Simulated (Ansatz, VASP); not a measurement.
## C: VASP beside Ansatz

Contents of INCAR:

```
PREC = Accurate ; ENCUT = 520
EDIFF = 1E-6 ; ISMEAR = 0
SIGMA = 0.05 ; LREAL = F
LASPH = T ; NELM = 60
ALGO = Normal ; ISIF = 2
LWAVE = F ; LCHARG = F
GGA = PE ; IVDW = 12
NBANDS = 31
```

The input KPOINTS:

```
regular mesh
0
Gamma
  7 11 3
```

Contents of POSCAR:

```
C
1.0
    0.0000000000      1.4231666446     -3.3613878322
   -2.4649969361      0.0000000000      0.0000000000
    3.0812461702     11.4229960287      1.3082052044
C
10
Direct
    0.0007991991      0.5654314618      0.7723451695
    0.7233261380      0.6742347213      0.0593877770
    0.7926944033      0.3970339064      0.2376271251
   -0.1379373315      1.1198330916      0.4158664732
   -0.0685690662      0.8426322767      0.5941058214
    0.7460421273      0.2485644639      0.1188515711
   -0.1845896075      0.9713636490      0.2970909192
   -0.1152213422      0.6941628341      0.4753302673
   -0.0458530769      1.4169620193      0.6535696154
    0.0235151884      1.1397612044      0.8318089635
```

Input for Ansatz:

```yaml
crystal:
  lattice:
    - [0.0, 1.4231666446, -3.3613878322]
    - [-2.4649969361, 0.0, 0.0]
    - [3.0812461702, 11.4229960287, 1.3082052044]
  atoms:
    - { symbol: C, position: [0.0007991991, 0.5654314618, 0.7723451695] }
    - { symbol: C, position: [0.723326138, 0.6742347213, 0.059387777] }
    - { symbol: C, position: [0.7926944033, 0.3970339064, 0.2376271251] }
    - { symbol: C, position: [-0.1379373315, 1.1198330916, 0.4158664732] }
    - { symbol: C, position: [-0.0685690662, 0.8426322767, 0.5941058214] }
    - { symbol: C, position: [0.7460421273, 0.2485644639, 0.1188515711] }
    - { symbol: C, position: [-0.1845896075, 0.971363649, 0.2970909192] }
    - { symbol: C, position: [-0.1152213422, 0.6941628341, 0.4753302673] }
    - { symbol: C, position: [-0.0458530769, 1.4169620193, 0.6535696154] }
    - { symbol: C, position: [0.0235151884, 1.1397612044, 0.8318089635] }
basis:
  ecutwfc: 520.0
kpoints:
  mp_grid: { grid: [7, 11, 3] }
hamiltonian:
  xc: pbe
  dispersion: d3bj
scf:
  occupations: { method: gaussian, width: 0.05 }
output:
  forces: true
  stress: true
  eigenvalues: true
  write_density: true
  write_potential: true
  elf: true
  volumetric_format: npy
```

Alike in both runs: task single point; functional PBE; dispersion D3(BJ); k mesh 7 × 11 × 3; occupations gaussian, width 0.05 eV; no spin polarisation.

|  | VASP | Ansatz |
| --- | --- | --- |
| version | VASP 6.6.1 | Ansatz 0.2.0 |
| potentials or method | VASP PAW PBE potentials, release 64 (C), cutoff 520 eV | scalar-relativistic, plane waves, PAW |
| valence electrons in the cell | 40 | 40 |

```tsv
	VASP	Ansatz	Ansatz less VASP
gap on the k mesh at the Fermi level (eV)	0.05	0.05	0.000
least direct gap on the mesh (eV)	0.18	0.18	+0.001
pressure (GPa)	-3.7	-4.0	-0.38
traceless stress, the component that is largest in VASP (GPa)	3.36	3.36	-0.006
rms of the force components (eV/Å)	0.786	0.786	-0.0003
```

Atom by atom the forces differ by 0.012 eV/Å (rms over components).
